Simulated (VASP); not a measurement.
Runs of VASP 6.6.1 on CoO. Symmetry: R-3m, No. 166, trigonal system. Conventional cell: a = 3.011 Å, b = 3.011 Å, c = 7.320 Å, α = 90.00°, β = 90.00°, γ = 120.00°. Within 2.8 Å of Co (site symmetry -3m) lie 6 O at 2.12 Å. O (site symmetry -3m) has 6 Co at 2.12 Å within 2.8 Å. 

| U | gap on the mesh (eV) | pressure (GPa) | moment (μB) |
| --- | --- | --- | --- |
| Co d U = 5.0 eV | none | 1.7 | 3.00 |
| Co d U = 7.0 eV | none | 0.7 | 3.00 |
| Co d U = 3.0 eV | none | (b) | (a) |
| Co d U = 1.0 eV | none | 0.2 | 2.92 |

Alike in all rows: task single point; level PBE+U; potentials or basis VASP PAW PBE potentials, release 64 (Co, O); spin collinear, ferromagnetic start; cell as given; k mesh 13 × 13 × 13; cutoff (eV) 520; smearing fermi-dirac 0.1 eV.

Q: Estimate the missing entries.

A: (a) 2.97; (b) 0.5.

Caveats: a cell with one magnetic atom can't hold antiferromagnetic order, which such compounds often take.

A gap of «none» marks levels without a gap at the run's occupations.
